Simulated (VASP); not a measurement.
Input of a VASP 6.6.1 run:

Contents of INCAR:

```
SYSTEM = BeS
  PREC = Accurate
  ENCUT = 520
  EDIFF = 1E-7
  ISMEAR = -1
  SIGMA = 0.02
  LREAL = .FALSE.
  LASPH = .TRUE.
  NELM = 100
  ALGO = Normal
  ISIF = 2
  LWAVE = .FALSE.
  LCHARG = .FALSE.
  GGA = PE
  NBANDS = 11
```

Contents of KPOINTS:

```
Automatic mesh
0
G
  10 10 10
  0 0 0
```

POSCAR

```
BeS
1.0
    0.0000000000      2.3172971951      2.2739637376
    2.3172971951      0.0000000000      2.2739637376
    2.3172971951      2.3172971951      0.0000000000
Be S
1 1
Direct
    0.0000000000      0.0000000000      0.0000000000
    0.5000000000      0.5000000000      0.5000000000
```

Potentials or basis: VASP PAW PBE potentials, release 64 (Be, S).

The run is started by

```bash
$ cat potpaw_PBE.64/Be/POTCAR potpaw_PBE.64/S/POTCAR > POTCAR
$ mpirun -np 1 vasp_std > vasp.out
```

Q: Predict the pressure.

A: 1.7 GPa.

Q: Predict the band gap on the k mesh.

A: 0.90 eV (least direct gap 4.12 eV).

Stress tensor (GPa, compression positive):
```
0.98 0.00 0.00
0.00 0.98 0.00
0.00 0.00 3.16
```

Caveat: the cell differs from its parent crystal (uniaxial z strain -1.9%); the structure was generated, so it needn't be the stable form of BeS. A k mesh can miss the band edges.
